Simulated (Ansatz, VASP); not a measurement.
**Two plane-wave programs on Sr4O**

```
CELL_PARAMETERS angstrom
6.11384 0.00000 0.00000
0.00000 6.11384 0.00000
0.00000 0.00000 6.11384
ATOMIC_POSITIONS crystal
Sr 0.22434 0.22434 0.22434
Sr 0.77566 0.77566 0.22434
Sr 0.77566 0.22434 0.77566
Sr 0.22434 0.77566 0.77566
O 0.00000 0.00000 0.00000
```

Change from the starting cell: ordered vacancies on the anion sites of cuprite (P-43m, No. 215).

Alike in both runs: functional PBE; k mesh 6 × 6 × 6; occupations gaussian, width 0.1 eV; no spin polarisation.

Ansatz relaxed the structure, and its values are those at the end. VASP's run is a single point on that final structure, the one shown.

|  | VASP | Ansatz |
| --- | --- | --- |
| version | VASP 6.6.1 | Ansatz 0.2.0 |
| potentials or method | VASP PAW PBE potentials, release 64 (Sr_sv, O_h), cutoff 910 eV | scalar-relativistic, plane waves, PAW |
| valence electrons in the cell | 46 | 46 |

Ansatz gave:

- gap on the k mesh at the Fermi level (eV): none
- rms of the force components (eV/Å): 0.002

Task: Estimate VASP's values.

Result: gap on the k mesh at the Fermi level (eV): none; rms of the force components (eV/Å): 0.029.

A gap of «none» marks a metal or a gap that the smearing closes.

Noted on VASP's run: the cutoff is short for stress, so the pressure is rough.
